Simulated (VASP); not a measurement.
## Ga (a cell with a defect): single point with PBE

Crystal: Ga (a cell with a defect).

```xyz
11
Lattice="0.0000 5.6785 0.0000 5.6785 0.0000 0.0000 4.2589 4.2589 -6.7614" Properties=species:S:1:pos:R:3 pbc="T T T"
Ga   -0.1565   -0.4413    0.0409
Ga    2.5956    2.8400   -4.3979
Ga    2.6135    0.1304    0.1097
Ga    3.9610    1.1962   -2.3288
Ga    5.4921    2.5723   -4.6779
Ga    0.4106    2.3943   -0.4046
Ga    1.9141    4.8695   -2.3795
Ga    2.9729    5.8301   -4.9260
Ga    3.0443    3.0078   -0.2377
Ga    4.7415    4.0012   -2.3955
Ga    5.7742    5.6003   -4.4452
```

- Program: VASP 6.6.1
- Task: single point
- Functional: PBE
- Potentials or basis: VASP PAW PBE potentials, release 64 (Ga_d)
- Cutoff: 520 eV
- k mesh: 3 × 3 × 2
- Occupations: fermi-dirac, width 0.05 eV
- Spin: no spin polarisation
- Dipole correction: no
- Further INCAR settings: ALGO = Normal; EDIFF = 1e-06; NBANDS = 82

The pressure is -0.4 GPa. The largest force is 0.051 eV/Å.

Forces on the atoms (eV/Å):
```
Ga  -0.025  0.020 -0.005
Ga  -0.018 -0.004 -0.012
Ga   0.004  0.008 -0.008
Ga   0.012 -0.023 -0.002
Ga  -0.008  0.002 -0.035
Ga  -0.012  0.027  0.020
Ga   0.005 -0.051 -0.004
Ga   0.009  0.007  0.023
Ga  -0.004  0.014  0.000
Ga   0.026 -0.006 -0.003
Ga   0.010  0.005  0.025
```

Stress tensor (GPa, compression positive):
```
 0.95  0.15 -0.76
 0.15  1.08 -0.70
-0.76 -0.70 -3.29
```

Levels at points of the mesh, in eV from the Fermi level:
| k point | band 69 | band 70 | band 71 | band 72 | band 73 | band 74 | band 75 | band 76 |
| --- | --- | --- | --- | --- | --- | --- | --- | --- |
| (0.00, 0.00, 0.00) | -1.29 | -0.98 | -0.84 | -0.72 | -0.51 | -0.31 | 0.73 | 1.17 |
| (0.00, 0.00, 0.50) | -1.25 | -1.08 | -1.02 | -0.86 | -0.65 | -0.62 | -0.05 | 0.40 |

Wall time 2.6 min on 1 thread of Intel(R) Xeon(R) 6975P-C (Granite Rapids) (shared host), peak memory 0.4 GiB.

Caveat: the k points lie up to 0.46 Å⁻¹ apart.
